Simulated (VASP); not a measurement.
# SnO (F-43m) in VASP: settings compared, part 2 of 2

VASP 6.6.1.

### 5 Single point, HSE06

POSCAR reads:

```
SnO
1.0
    0.0000000000      2.7082147176      2.7082147176
    2.7082147176      0.0000000000      2.7082147176
    2.7082147176      2.7082147176      0.0000000000
Sn O
1 1
Direct
    0.0000000000      0.0000000000      0.0000000000
    0.2500000000      0.2500000000      0.2500000000
```

INCAR.step1 reads:

```
ALGO = Normal ; EDIFF = 1E-5
ENCUT = 520 ; GGA = PE
ISIF = 2 ; ISMEAR = -1
LASPH = T ; LREAL = F
LWAVE = T ; NBANDS = 17
NELM = 80 ; PREC = Accurate
SIGMA = 0.02
```

INCAR.step2 reads:

```
ALGO = Normal ; EDIFF = 1E-6
ENCUT = 520 ; GGA = PE
HFSCREEN = 0.2079 ; ISIF = 2
ISMEAR = -1 ; ISTART = 1
LASPH = T ; LCHARG = T
LELF = T ; LHFCALC = T
LREAL = F ; LVHAR = T
LWAVE = F ; NBANDS = 17
NELM = 80 ; PREC = Accurate
PRECFOCK = Normal ; SIGMA = 0.02
```

KPOINTS reads:

```
k-points
0
Gamma
  4 4 4
```

Potentials or basis: VASP PAW PBE potentials, release 64 (Sn_d, O).

The run is started by

```
$ cat potpaw_PBE.64/Sn_d/POTCAR potpaw_PBE.64/O/POTCAR > POTCAR
$ cp INCAR.step1 INCAR
$ mpirun -np 1 vasp_std > vasp.out
$ cp INCAR.step2 INCAR
$ mpirun -np 1 vasp_std > vasp.out
```

OUTCAR:

```text
EDIFF = 1E-6
   ENCUT = 520
   GGA = PE
   HFSCREEN = 0.2079
   ISIF = 2
   ISMEAR = -1
   ISTART = 1
   LASPH = T
   LHFCALC = T
   LREAL = F
   NELM = 80
   PREC = Accurate
   PRECFOCK = Normal

 ion  position               nearest neighbor table
   1  0.000  0.000  0.000-   2 2.35   2 2.35   2 2.35   2 2.35
   2  0.250  0.250  0.250-   1 2.35   1 2.35   1 2.35   1 2.35

  LATTYP: Found a face centered cubic cell.
 ALAT       =     5.4164294352

  Lattice vectors:

 A1 = (   0.0000000000,   2.7082147176,   2.7082147176)
 A2 = (   2.7082147176,   0.0000000000,   2.7082147176)
 A3 = (   2.7082147176,   2.7082147176,   0.0000000000)

Analysis of symmetry for initial positions (statically):
=====================================================================
 Subroutine PRICEL returns:
 Original cell was already a primitive cell.

 Routine SETGRP: Setting up the symmetry group for a
 face centered cubic supercell.

[... 150 lines left out ...]
  ext. energy  EPLUGINS =         0.00000000
  ---------------------------------------------------
  free energy    TOTEN  =       -12.76402994 eV

  energy without entropy =      -12.76143032  energy(sigma->0) =      -12.76273013

 E-fermi :   5.9452     XC(G=0):  -8.0163

 val. band max:        5.9452492110   @ k =  -0.2500   0.5000   0.2500
 cond. band min:       7.4636538797   @ k =   0.5000   0.2500   0.0000
 fundamental gap:      1.5184046687
 Fermi energy:         5.9452497723

 k-point     1 :       0.0000    0.0000    0.0000
  band No.  band energies     occupation
      1     -18.1026      2.00000
      2     -18.1026      2.00000
      3     -18.1026      2.00000
      4     -18.0457      2.00000
      5     -18.0457      2.00000
      6     -15.4592      2.00000
[... 137 lines left out ...]
      4     -18.0364      2.00000
      5     -18.0318      2.00000
      6     -14.6056      2.00000
[... 9 lines left out ...]
     16      19.8147      0.00000
     17      20.7404      0.00000

------------------------ aborting loop because EDIFF is reached ----------------------------------------

  FORCE on cell =-STRESS in cart. coord.  units (eV):
  Direction    XX          YY          ZZ          XY          YZ          ZX
  --------------------------------------------------------------------------------------
  -------------------------------------------------------------------------------------
  Total       -0.1762824     -0.1762824     -0.1762824      0.0000000      0.0000000     -0.0000000
  in kB       -7.1095182     -7.1095182     -7.1095182      0.0000000      0.0000000     -0.0000000
  external PRESSURE =      -7.1095182 kB  Pullay stress =       0.0000000 kB

 VOLUME and BASIS-vectors are now :
 -----------------------------------------------------------------------------
  energy-cutoff  :      520.00
  volume of cell :       39.73
      direct lattice vectors                 reciprocal lattice vectors
     0.000000000  2.708214718  2.708214718    -0.184623470  0.184623470  0.184623470
     2.708214718  0.000000000  2.708214718     0.184623470 -0.184623470  0.184623470
     2.708214718  2.708214718  0.000000000     0.184623470  0.184623470 -0.184623470

 POSITION                                       TOTAL-FORCE (eV/Angst)
 -----------------------------------------------------------------------------------
      0.00000      0.00000      0.00000         0.000000      0.000000     -0.000000
      1.35411      1.35411      1.35411        -0.000000     -0.000000      0.000000
 -----------------------------------------------------------------------------------
    total drift:                               -0.000011     -0.000000     -0.000002

  FREE ENERGIE OF THE ION-ELECTRON SYSTEM (eV)
  ---------------------------------------------------
  free  energy   TOTEN  =       -12.7640299391 eV

  energy  without entropy=      -12.7614303169  energy(sigma->0) =      -12.76273013
```

OUTCAR.step1:

```text
EDIFF = 1E-5
   ENCUT = 520
   GGA = PE
   ISIF = 2
   ISMEAR = -1
[... 361 lines left out ...]
 -----------------------------------------------------------------------------------
      0.00000      0.00000      0.00000        -0.000000     -0.000000     -0.000000
      1.35411      1.35411      1.35411         0.000000      0.000000      0.000000
 -----------------------------------------------------------------------------------
    total drift:                               -0.000000     -0.000000     -0.000000

  FREE ENERGIE OF THE ION-ELECTRON SYSTEM (eV)
  ---------------------------------------------------
  free  energy   TOTEN  =       -10.4817542109 eV

  energy  without entropy=      -10.4791531048  energy(sigma->0) =      -10.48045366
```

Run time: 5 min. Hardware: 1 thread of Intel Xeon 6975P-C (Granite Rapids), shared host; peak memory 0.27 GiB.

What came out:

- Free energy: -12.7640 eV
- Pressure: -0.7 GPa
- Band gap on the k mesh: zero (band 10 reaches 5.95 eV, above the bottom of band 11 at 5.72 eV)

Levels at points of the mesh, in eV from the Fermi level:
```tsv
k point	band 7	band 8	band 9	band 10	band 11	band 12	band 13	band 14
(0.00, 0.00, 0.00)	-7.01	-4.55	-4.55	-4.55	5.22	5.22	5.22	9.80
(0.50, 0.00, 0.00)	-9.04	-5.00	-5.00	-2.65	2.03	5.34	5.34	9.20
(0.50, 0.50, 0.00)	-8.83	-5.79	-5.79	-0.48	-0.22	5.98	6.07	6.07
```

Caveat: the k points lie up to 0.50 Å⁻¹ apart; the PAW data sets were made with another functional, which shifts forces and pressure a little; spin-orbit coupling is left out, which moves the levels of the heavy elements.

### 6 The runs side by side

| level | k mesh | smearing | grid for exact exchange (PRECFOCK) | screening parameter | gap on the mesh (eV) | pressure (GPa) |
| --- | --- | --- | --- | --- | --- | --- |
| r2SCAN | 4 × 4 × 4 | fermi-dirac 0.02 eV | - | - | none | -0.6 |
| r2SCAN | 6 × 6 × 6 | fermi-dirac 0.02 eV | - | - | none | 0.2 |
| r2SCAN | 6 × 6 × 6 | methfessel-paxton 0.001 eV | - | - | none | 0.2 |
| HSE06 | 4 × 4 × 4 | fermi-dirac 0.02 eV | Normal | 0.2079 1/Å | none | -0.7 |

Alike in all rows: task single point; potentials or basis VASP PAW PBE potentials, release 64 (Sn_d, O); no spin polarisation; cell as given; cutoff (eV) 520.

Caveats: some runs use coarse meshes; the PAW data sets were made with another functional, which shifts forces and pressure a little; spin-orbit coupling is left out, which moves the levels of the heavy elements.

Total energies depend on the potentials used, so only differences within one code and one set of settings carry meaning.
